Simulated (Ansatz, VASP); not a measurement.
**MgMnIr in VASP and in Ansatz**

The input POSCAR:

```
MgMnIr
1.0
    3.8452260000      0.0000000000      0.0000000000
    0.0000000000      3.8452260000      0.0000000000
    0.0000000000      0.0000000000      6.7459660000
Ir Mg Mn
2 2 2
Direct
    0.0000000000      0.5000000000      0.6560000000
    0.5000000000      0.0000000000      0.3440000000
    0.0000000000      0.5000000000      0.1960000000
    0.5000000000      0.0000000000      0.8040000000
    0.0000000000      0.0000000000      0.0000000000
    0.5000000000      0.5000000000      0.0000000000
```

INCAR.step1

```
SYSTEM = MgMnIr
PREC = Accurate ; ENCUT = 520
ISMEAR = -1 ; SIGMA = 0.1
LREAL = .FALSE. ; LASPH = .TRUE.
NELM = 100 ; NBANDS = 33
GGA = PE ; ALGO = Normal
EDIFF = 1E-4 ; LWAVE = .TRUE.
LCHARG = .FALSE.
```

The input INCAR.step2:

```
SYSTEM = MgMnIr
PREC = Accurate ; ENCUT = 520
EDIFF = 1E-7 ; ISMEAR = -1
SIGMA = 0.1 ; LREAL = .FALSE.
LASPH = .TRUE. ; NELM = 100
ALGO = Normal ; ISIF = 2
LWAVE = .FALSE. ; LCHARG = .TRUE.
METAGGA = R2SCAN ; LMIXTAU = .TRUE.
LELF = .TRUE. ; LVHAR = .TRUE.
NBANDS = 33 ; ISTART = 1
```

File KPOINTS:

```
Automatic mesh
0
G
  9 9 5
  0 0 0
```

Input for Ansatz:

```yaml
crystal:
  lattice:
    - [3.845226, 0.0, 0.0]
    - [0.0, 3.845226, 0.0]
    - [0.0, 0.0, 6.745966]
  atoms:
    - { symbol: Ir, position: [0.0, 0.5, 0.656] }
    - { symbol: Ir, position: [0.5, 0.0, 0.344] }
    - { symbol: Mg, position: [0.0, 0.5, 0.196] }
    - { symbol: Mg, position: [0.5, 0.0, 0.804] }
    - { symbol: Mn, position: [0.0, 0.0, 0.0] }
    - { symbol: Mn, position: [0.5, 0.5, 0.0] }
  symmetry: { tolerance: 0.0003 }
kpoints:
  mp_grid: { grid: [9, 9, 5], shift: [0, 0, 0] }
  band_path:
    path:
      - [0.0, 0.0, 0.0]
      - [0.0, 0.5, 0.0]
      - [0.5, 0.5, 0.0]
      - [0.0, 0.0, 0.0]
      - [0.0, 0.0, 0.5]
      - [0.0, 0.5, 0.5]
      - [0.5, 0.5, 0.5]
      - [0.0, 0.0, 0.5]
      - [0.0, 0.5, 0.0]
      - [0.0, 0.5, 0.5]
      - [0.5, 0.5, 0.0]
    npoints: 6
magnetization:
  spin_polarized: false
scf:
  occupations: { method: fermi_dirac }
  lower_state_search: "off"
  max_iter: 200
hamiltonian:
  pseudopotentials: { kind: paw }
  xc: r2scan
basis:
  ecutwfc: 500
  fft_grid_basis: typed
output:
  forces: true
  stress: true
  eigenvalues: true
  bader: true
  populations: true
  elf: true
  write_potential: true
  volumetric_format: npy
  dos:
    e_range: [-12, 8]
    de: 0.05
    projected: { site_lists: { Ir: [Ir], Mg: [Mg], Mn: [Mn] } }
checkpoint:
  read: saved_state
```

Alike in both runs: task single point; functional r2SCAN; k mesh 9 × 9 × 5; no spin polarisation.

|  | VASP | Ansatz |
| --- | --- | --- |
| version | VASP 6.6.1 | Ansatz 0.2.0 |
| potentials or method | VASP PAW PBE potentials, release 64 (Ir, Mg, Mn_pv), cutoff 520 eV | PAW plane waves |
| occupations | fermi-dirac, width 0.1 eV | fermi-dirac |
| valence electrons in the cell | 48 | 84 |

Ansatz gave:

| Quantity | Value |
| --- | --- |
| pressure (GPa) | -12.7 |
| traceless stress, the component that is largest in VASP (GPa) | -4.54 |
| rms of the force components (eV/Å) | 2.026 |

Task: Which values does VASP return?

Result: Pressure (GPa): -12.7; traceless stress, the component that is largest in VASP (GPa): -4.42; rms of the force components (eV/Å): 2.019.

VASP's potentials were made for PBE, not for r2SCAN. Atom by atom the forces differ by 0.007 eV/Å (rms over components). VASP's potentials hold 48 valence electrons a cell and Ansatz's 84, so a difference there can come from the potentials and not from the codes.

Neither program's run includes spin-orbit coupling.
